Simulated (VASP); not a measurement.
# Sb (Pm-3m) in VASP: a series of runs

The runs below take Sb through single point, with r2SCAN.

All numbers are computed with VASP 6.6.1; they aren't measurements. Logs are shortened: lines on timing, memory, paths and dates and some standing lists are left out, and cuts for length are marked.

## (1) The cell of the first run

It takes space group Pm-3m (No. 221, cubic). The conventional cell has a = 3.028 Å, b = 3.028 Å, c = 3.028 Å, α = 90.00°, β = 90.00°, γ = 90.00°. Within 4.0 Å of Sb (site symmetry m-3m) lie 6 Sb at 3.03 Å.

## (2) Single point, r2SCAN

File POSCAR:

```
Sb
1.0
    3.0281773497      0.0000000000      0.0000000000
    0.0000000000      3.0281773497      0.0000000000
    0.0000000000      0.0000000000      3.0281773497
Sb
1
Direct
    0.0000000000      0.0000000000      0.0000000000
```

File INCAR.step1:

```
PREC     = Accurate       # precision mode
ENCUT    = 520            # plane-wave cutoff, eV
ISMEAR   = -1             # smearing method
SIGMA    = 0.05           # smearing width, eV
LREAL    = F              # projectors in reciprocal space
LASPH    = T              # aspherical terms in the spheres
NELM     = 100            # most SCF steps
NBANDS   = 8              # bands
GGA      = PE             # functional
ALGO     = Normal         # electronic algorithm
EDIFF    = 1E-4           # SCF threshold, eV
LWAVE    = T              # write WAVECAR
LCHARG   = F              # write CHGCAR
```

File INCAR.step2:

```
PREC     = Accurate       # precision mode
ENCUT    = 520            # plane-wave cutoff, eV
EDIFF    = 1E-6           # SCF threshold, eV
ISMEAR   = -1             # smearing method
SIGMA    = 0.05           # smearing width, eV
LREAL    = F              # projectors in reciprocal space
LASPH    = T              # aspherical terms in the spheres
NELM     = 100            # most SCF steps
ALGO     = Normal         # electronic algorithm
ISIF     = 2              # what is computed and relaxed
LWAVE    = F              # write WAVECAR
LCHARG   = F              # write CHGCAR
METAGGA  = R2SCAN         # meta-GGA
LMIXTAU  = T            
NBANDS   = 8              # bands
ISTART   = 1
```

File KPOINTS:

```
Automatic mesh
0
Gamma
  9 9 9
```

Potentials or basis: VASP PAW PBE potentials, release 64 (Sb).

Started as:

```
> cat potpaw_PBE.64/Sb/POTCAR > POTCAR
> cp INCAR.step1 INCAR
> mpirun -np 1 vasp_std > vasp.out
> cp INCAR.step2 INCAR
> mpirun -np 1 vasp_std > vasp.out
```

OUTCAR:

```text
PREC = Accurate
   ENCUT = 520
   EDIFF = 1E-6
   ISMEAR = -1
   LREAL = F
   LASPH = T
   NELM = 100
   ISIF = 2
   METAGGA = R2SCAN
   ISTART = 1

 ion  position               nearest neighbor table
   1  0.000  0.000  0.000-

  LATTYP: Found a simple cubic cell.
 ALAT       =     3.0281773497

  Lattice vectors:

 A1 = (   3.0281773497,   0.0000000000,   0.0000000000)
 A2 = (   0.0000000000,   3.0281773497,   0.0000000000)
 A3 = (   0.0000000000,   0.0000000000,   3.0281773497)

Analysis of symmetry for initial positions (statically):
=====================================================================
 Subroutine PRICEL returns:
 Original cell was already a primitive cell.

 Routine SETGRP: Setting up the symmetry group for a
 simple cubic supercell.

 Subroutine GETGRP returns: Found 48 space group operations
 (whereof 48 operations were pure point group operations)
 out of a pool of 48 trial point group operations.

The static configuration has the point symmetry O_h .

Analysis of symmetry for dynamics (positions and initial velocities):
=====================================================================
 Subroutine PRICEL returns:
 Original cell was already a primitive cell.

 Routine SETGRP: Setting up the symmetry group for a
 simple cubic supercell.

 Subroutine GETGRP returns: Found 48 space group operations
 (whereof 48 operations were pure point group operations)
 out of a pool of 48 trial point group operations.

The dynamic configuration has the point symmetry O_h .

 Subroutine INISYM returns: Found 48 space group operations
 (whereof 48 operations are pure point group operations),
 and found     1 'primitive' translations

----------------------------------------------------------------------------------------

                                     Primitive cell

  volume of cell :      27.7680

  direct lattice vectors                    reciprocal lattice vectors
     3.028177350  0.000000000  0.000000000     0.330231649  0.000000000  0.000000000
     0.000000000  3.028177350  0.000000000     0.000000000  0.330231649  0.000000000
     0.000000000  0.000000000  3.028177350     0.000000000  0.000000000  0.330231649

  length of vectors
     3.028177350  3.028177350  3.028177350     0.330231649  0.330231649  0.330231649

  position of ions in fractional coordinates (direct lattice)
     0.000000000  0.000000000  0.000000000

  ion indices of the primitive-cell ions
   primitive index   ion index
                 1           1

----------------------------------------------------------------------------------------

 KPOINTS: Automatic mesh

Automatic generation of k-mesh.
 Grid dimensions read from file:
 generate k-points for:    9    9    9

 Generating k-lattice:

  Cartesian coordinates                     Fractional coordinates (reciprocal lattice)
     0.036692405  0.000000000  0.000000000     0.111111111  0.000000000  0.000000000
     0.000000000  0.036692405  0.000000000     0.000000000  0.111111111  0.000000000
     0.000000000  0.000000000  0.036692405     0.000000000  0.000000000  0.111111111

  Length of vectors
     0.036692405  0.036692405  0.036692405

  Shift w.r.t. Gamma in fractional coordinates (k-lattice)
     0.000000000  0.000000000  0.000000000

 Subroutine IBZKPT returns following result:
 ===========================================

 Found     35 irreducible k-points:

 Following reciprocal coordinates:
            Coordinates               Weight
  0.000000  0.000000  0.000000      1.000000
  0.111111  0.000000  0.000000      6.000000
  0.222222  0.000000  0.000000      6.000000
  0.333333  0.000000  0.000000      6.000000
  0.444444  0.000000  0.000000      6.000000
  0.111111  0.111111  0.000000     12.000000
[... 16 lines left out ...]
  0.333333  0.333333  0.111111     24.000000
  0.444444  0.333333  0.111111     48.000000
 [... further k-points ...]
   k-points           NKPTS =     35   k-points in BZ     NKDIM =     35   number of bands    NBANDS=      8
   number of dos      NEDOS =    301   number of ions     NIONS =      1
   total plane-waves  NPLWV =  13824
   dimension x,y,z NGX =    24 NGY =   24 NGZ =   24
   dimension x,y,z NGXF=    48 NGYF=   48 NGZF=   48
   ions per type =               1
   NGX,Y,Z   is equivalent  to a cutoff of  13.18, 13.18, 13.18 a.u.
   NGXF,Y,Z  is equivalent  to a cutoff of  26.35, 26.35, 26.35 a.u.
 SYSTEM =  unknown system
   PREC   = accura    normal or accurate (medium, high low for compatibility)
   ISTART =      1    job   : 0-new  1-cont  2-samecut
   ICHARG =      0    charge: 1-file 2-atom 10-const
   ISPIN  =      1    spin polarized calculation?
   LNONCOLLINEAR =      F non collinear calculations
   LSORBIT =      F    spin-orbit coupling
   LASPH  =      T    aspherical Exc in radial PAW
   ENCUT  =  520.0 eV  38.22 Ry    6.18 a.u.   5.63  5.63  5.63*2*pi/ulx,y,z
   NELM   =    100;   NELMIN=  2; NELMDL=  0     # of ELM steps
   EDIFF  = 0.1E-05   stopping-criterion for ELM
   LREAL  =      F    real-space projection
   EDIFFG = 0.1E-04   stopping-criterion for IOM
   NSW    =      0    number of steps for IOM
   IBRION =     -1    ionic relax: 0-MD 1-quasi-New 2-CG
   NFREE  =      0    steps in history (QN), initial steepest desc. (CG)
   ISIF   =      2    stress and relaxation
   ISYM   =      2    0-nonsym 1-usesym 2-fastsym
   POTIM  = 0.5000    time-step for ionic-motion
   TEBEG  =    0.0;   TEEND  =   0.0 temperature during run
   PSTRESS=    0.0 pullay stress
   NELECT =       5.0000    total number of electrons
   NUPDOWN=      -1.0000    fix difference up-down
   EMIN   =  10.00;   EMAX   =-10.00  energy-range for DOS
   EFERMI =   0.00;   METHOD = LEGACY
   ISMEAR =    -1;   SIGMA  =   0.05  broadening in eV -4-tet -1-fermi 0-gaus
   EFERMI_NEDOS =   21; number of points for ismear=-14 and -15
   IALGO  =     38    algorithm
   IMIX   =      4    mixing-type and parameters
     AMIX     =   0.40;   BMIX     =  1.00
     AMIX_MAG =   1.60;   BMIX_MAG =  1.00
  volume/ion in A,a.u.               =      27.77       187.39
  Fermi-wavevector in a.u.,A,eV,Ry     =   0.924450  1.746958 11.627650  0.854608
  Thomas-Fermi vector in A             =   2.050197
   LORBIT       =      0    0 simple, 1 ext, 2 COOP (PROOUT), +10 PAW based schemes
   METAGGA = R2SCAN    functional components
   LHFCALC =     F    Hartree Fock is set to
   AEXX    =    0.0000 exact exchange contribution
   IVDW    =     0    specifies the selected vdW correction
   LEPSILON=     F    determine dielectric tensor
   LRPA    =     F    only Hartree local field effects (RPA)
 non-spin polarized calculation
  energy-cutoff  :      520.00
  volume of cell :       27.77
 maximum number of plane-waves:       756
 NGX is ok and might be reduce to    24
   NGX = 11   NGY = 11   NGZ = 11

 number of electron       5.0000000 magnetization

 Free energy of the ion-electron system (eV)
  ---------------------------------------------------
  ext. energy  EPLUGINS =         0.00000000
  ---------------------------------------------------
  free energy    TOTEN  =       -25.62491728 eV

  energy without entropy =      -25.62035166  energy(sigma->0) =      -25.62263447

 E-fermi :   8.1984     XC(G=0): -10.4412

 val. band max:        8.1130885758   @ k =   0.3333   0.2222   0.0000
 cond. band min:       8.2895860699   @ k =   0.3333   0.2222   0.1111
 fundamental gap:      0.1764974941
 Fermi energy:         8.1984040692

 k-point     1 :       0.0000    0.0000    0.0000
  band No.  band energies     occupation
      1      -5.5811      2.00000
      2      11.6274      0.00000
      3      11.6274      0.00000
      4      11.6274      0.00000
      5      15.3071      0.00000
      6      15.3071      0.00000
      7      17.6328      0.00000
      8      26.8406      0.00000

 k-point     2 :       0.1111    0.0000    0.0000
  band No.  band energies     occupation
      1      -5.3783      2.00000
      2       9.5127      0.00000
      3      11.8317      0.00000
      4      11.8317      0.00000
      5      15.4595      0.00000
      6      16.5299      0.00000
      7      18.9180      0.00000
      8      25.4928      0.00000

 k-point     3 :       0.2222    0.0000    0.0000
  band No.  band energies     occupation
      1      -4.7820      2.00000
      2       6.4608      2.00000
      3      12.4079      0.00000
      4      12.4079      0.00000
      5      15.9097      0.00000
      6      17.3303      0.00000
      7      22.2295      0.00000
      8      23.4760      0.00000

 k-point     4 :       0.3333    0.0000    0.0000
  band No.  band energies     occupation
      1      -3.8580      2.00000
      2       3.7598      2.00000
      3      13.2176      0.00000
      4      13.2176      0.00000
      5      16.6175      0.00000
      6      18.1968      0.00000
      7      21.6181      0.00000
      8      21.6181      0.00000

 k-point     5 :       0.4444    0.0000    0.0000
  band No.  band energies     occupation
      1      -2.9100      2.00000
      2       1.8952      2.00000
      3      13.9092      0.00000
      4      13.9092      0.00000
      5      17.3755      0.00000
      6      19.2530      0.00000
      7      20.3838      0.00000
      8      20.3838      0.00000
[... 177 lines left out ...]
 k-point    22 :       0.4444    0.2222    0.1111
  band No.  band energies     occupation
      1      -1.8856      2.00000
      2       2.8137      2.00000
      3       9.0360      0.00000
      4      12.8007      0.00000
      5      14.5204      0.00000
      6      17.8708      0.00000
      7      21.1745      0.00000
      8      23.0894      0.00000

 k-point    23 :       0.3333    0.3333    0.1111
  band No.  band energies     occupation
      1      -1.9055      2.00000
      2       5.1708      2.00000
      3       5.8943      2.00000
      4      12.7775      0.00000
      5      13.8116      0.00000
      6      19.7953      0.00000
      7      20.1720      0.00000
      8      21.6941      0.00000

 k-point    24 :       0.4444    0.3333    0.1111
  band No.  band energies     occupation
      1      -0.9149      2.00000
      2       3.5836      2.00000
      3       6.2984      2.00000
      4      12.2178      0.00000
      5      13.6795      0.00000
      6      18.6427      0.00000
      7      20.7457      0.00000
      8      22.4778      0.00000

 [... further k-points ...]
[... 5 lines left out ...]
  --------------------------------------------------------------------------------------
  -------------------------------------------------------------------------------------
  Total        0.6137039      0.6137039      0.6137039     -0.0000000      0.0000000     -0.0000000
  in kB       35.4099676     35.4099676     35.4099676     -0.0000000      0.0000000     -0.0000000
  external PRESSURE =      35.4099676 kB  Pullay stress =       0.0000000 kB

 VOLUME and BASIS-vectors are now :
 -----------------------------------------------------------------------------
  energy-cutoff  :      520.00
  volume of cell :       27.77
      direct lattice vectors                 reciprocal lattice vectors
     3.028177350  0.000000000  0.000000000     0.330231649  0.000000000  0.000000000
     0.000000000  3.028177350  0.000000000     0.000000000  0.330231649  0.000000000
     0.000000000  0.000000000  3.028177350     0.000000000  0.000000000  0.330231649

 POSITION                                       TOTAL-FORCE (eV/Angst)
 -----------------------------------------------------------------------------------
      0.00000      0.00000      0.00000         0.000000      0.000000      0.000000
 -----------------------------------------------------------------------------------
    total drift:                                0.000000     -0.000000      0.000000

  FREE ENERGIE OF THE ION-ELECTRON SYSTEM (eV)
  ---------------------------------------------------
  free  energy   TOTEN  =       -25.6249172844 eV

  energy  without entropy=      -25.6203516559  energy(sigma->0) =      -25.62263447
```

Wall time 9.9 s (1 thread of Intel Xeon Platinum 8488C (Sapphire Rapids), shared host); peak memory 0.14 GiB.

What came out:

| Item | Value |
| --- | --- |
| Free energy | -25.6249 eV |
| Pressure | 3.5 GPa |

Caveat: the PAW data sets were made with another functional, which shifts forces and pressure a little; spin-orbit coupling is left out, which moves the levels of the heavy elements.

(Continued in part 2 of 2.)
